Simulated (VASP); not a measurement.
The system is Au.

```
Au
1.0
     0.00000    4.07000    4.07000
     4.07000    0.00000    4.07000
     4.07000    4.07000    0.00000
Au
8
Direct
  0.00000 0.00000 0.00000
  0.00000 0.00000 0.50000
  0.00000 0.50000 0.00000
  0.00000 0.50000 0.50000
  0.50000 0.00000 0.00000
  0.50000 0.00000 0.50000
  0.50000 0.50000 0.00000
  0.50000 0.50000 0.50000
```

Base run:

```yaml
Program: VASP 6.6.1
Functional: PBEsol
Potentials_or_basis: VASP PAW PBE potentials, release 64 (Au)
Cutoff: 520 eV
k_mesh: 7 × 7 × 7
Occupations: fermi-dirac, width 0.05 eV
Spin: no spin polarisation
```

Its results: band gap on the k mesh zero (bands 44 and 45 overlap by 1.99 eV); pressure 1.4 GPa.

Problem. The run is repeated on the same cell with these changes: k mesh from 7 × 7 × 7 to 3 × 3 × 3. What comes out?

Solution. Band gap on the k mesh zero (bands 44 and 45 overlap by 1.73 eV); pressure 2.8 GPa.

Caveats: some runs use coarse meshes; the PAW data sets were made with another functional, which shifts forces and pressure a little; spin-orbit coupling is left out, which moves the levels of the heavy elements.
